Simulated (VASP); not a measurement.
Input of a VASP 6.6.1 run:

File INCAR:

```
  PREC = Accurate
  ENCUT = 520
  EDIFF = 1E-6
  ISMEAR = 0
  SIGMA = 0.1
  LREAL = False
  LASPH = True
  NELM = 80
  ALGO = Normal
  ISIF = 2
  LWAVE = False
  LCHARG = False
  LDIPOL = True
  IDIPOL = 3
  DIPOL = 0.5 0.5 0.343
  GGA = PE
  NBANDS = 29
```

File KPOINTS:

```
Automatic mesh
0
Gamma
  10 7 1
```

POSCAR

```
Ir4O
1.0
    2.7367600872      0.0000000000      0.0000000000
    0.0000000000      3.8703632323      0.0000000000
    0.0000000000      0.0000000000     19.4599433740
Ir O
4 1
Direct
    0.5000000000      0.5000000000      0.2055504440
    0.0000000000      0.0000000000      0.2758682253
    0.5000000000      0.5000000000      0.3454282602
    0.0000000000      0.0000000000      0.4090424736
    0.5000000000      0.0000000000      0.4803969198
```

Potentials or basis: VASP PAW PBE potentials, release 64 (Ir, O).

Launch:

```console
$ cat potpaw_PBE.64/Ir/POTCAR potpaw_PBE.64/O/POTCAR > POTCAR
$ mpirun -np 1 vasp_std > vasp.out
```

Question: Predict the band gap on the k mesh.

Answer: Zero (band 21 reaches -0.47 eV, above the bottom of band 22 at -1.47 eV).

Question: Estimate the largest force.

Answer: 1.427 eV/Å.

Forces in eV/Å, atoms in the order of the input:
```
Ir   0.000  0.000  0.854
Ir   0.000  0.000 -1.427
Ir   0.000  0.000 -1.047
Ir   0.000  0.000  1.373
O    0.000  0.000  0.246
```

Caveat: spin-orbit coupling is left out, which moves the levels of the heavy elements.
